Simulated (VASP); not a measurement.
# CuI: single point with PBEsol

The system is CuI.

```
I Cu
1.0
     3.80242    0.00000    0.00000
     0.00000    3.80242    0.00000
     0.00000    0.00000    5.64798
I Cu
2 2
Direct
  0.00000 0.50000 0.69735
  0.50000 0.00000 0.30265
  0.00000 0.00000 0.00000
  0.50000 0.50000 0.00000
```

* Program: VASP 6.6.1
* Task: single point
* Functional: PBEsol
* Potentials or basis: VASP PAW PBE potentials, release 64 (I, Cu)
* Cutoff: 520 eV
* k mesh: 7 × 7 × 4
* Occupations: fermi-dirac, width 0.05 eV
* Spin: no spin polarisation
* Dipole correction: no
* Further INCAR settings: ALGO = Normal; EDIFF = 1e-06; NBANDS = 26

```json
{
  "Pressure": "10.1 GPa",
  "Largest force": "0.024 eV/Å",
  "Band gap on the k mesh": "1.50 eV, direct"
}
```

Forces on the atoms (eV/Å):
```
I    0.000  0.000 -0.024
I    0.000  0.000  0.024
Cu   0.000  0.000  0.000
Cu   0.000  0.000  0.000
```

Stress tensor (GPa, compression positive):
```
10.17  0.00  0.00
 0.00 10.17  0.00
 0.00  0.00 10.09
```

Levels at points of the mesh, in eV from the valence-band top:
```tsv
k point	band 15	band 16	band 17	band 18	band 19	band 20	band 21	band 22
(0.00, 0.00, 0.00)	-1.95	-1.89	0.00	0.00	1.50	2.65	3.27	4.12
(0.00, 0.00, 0.50)	-1.95	-1.95	-1.34	-1.34	2.96	3.58	3.64	4.22
```

Wall time 34 s on 1 thread of Intel(R) Xeon(R) Platinum 8488C (Sapphire Rapids), with other jobs on the host, peak memory 0.2 GiB.

Caveat: the PAW data sets were made with another functional, which shifts forces and pressure a little; spin-orbit coupling is left out, which moves the levels of the heavy elements. As with any semilocal functional, this PBEsol gap is likely too small.
